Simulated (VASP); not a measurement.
Sm3F2:

```
Sm F
1.0
     5.28115    0.00000    0.00000
     0.00000    5.28115    0.00000
     0.00000    0.00000    4.86772
Sm F
3 2
Direct
  0.50000 0.00000 0.50000
  0.00000 0.50000 0.50000
  0.50000 0.50000 0.50000
  0.00000 0.00000 0.26447
  0.00000 0.00000 0.73553
```

The cell was generated, and may not be a known phase.

| Property | Result |
| --- | --- |
| Program | VASP 6.6.1 |
| Task | relaxation of cell and atoms |
| Functional | PBE |
| Potentials or basis | VASP PAW PBE potentials, release 64 (Sm_3, F), 4f in core |
| Cutoff | 600 eV |
| k mesh | 8 × 8 × 8 |
| Occupations | gaussian, width 0.1 eV |
| Spin | no spin polarisation |

At the start: pressure 2.4 GPa; volume 27.15 Å³/atom.

How do energy, volume and symmetry change on relaxing?

Over 5 steps the energy falls by 13.4 meV/atom and the volume is 28.42 Å³/atom (+4.7 %); space group P4/mmm (No. 123, to 0.1 Å) before and after.

The path:
```
step  energy change (eV)  largest force (eV/Å)  pressure (GPa)  volume (Å³)
   1              0.0000                0.0081            2.45       135.76
   2             -0.0611                0.0492           -0.55       144.03
   3             -0.0667                0.0376            0.02       142.02
   4             -0.0667                0.0383           -0.02       142.14
   5             -0.0668                0.0083            0.01       142.09
```

Final structure:
```
CELL_PARAMETERS angstrom
5.40100 0.00000 0.00000
0.00000 5.40100 0.00000
0.00000 0.00000 4.87087
ATOMIC_POSITIONS crystal
Sm 0.50000 0.00000 0.50000
Sm 0.00000 0.50000 0.50000
Sm 0.50000 0.50000 0.50000
F 0.00000 0.00000 0.26404
F 0.00000 0.00000 0.73596
```

Caveat: the run has no spin polarisation, though such a crystal can be magnetic.
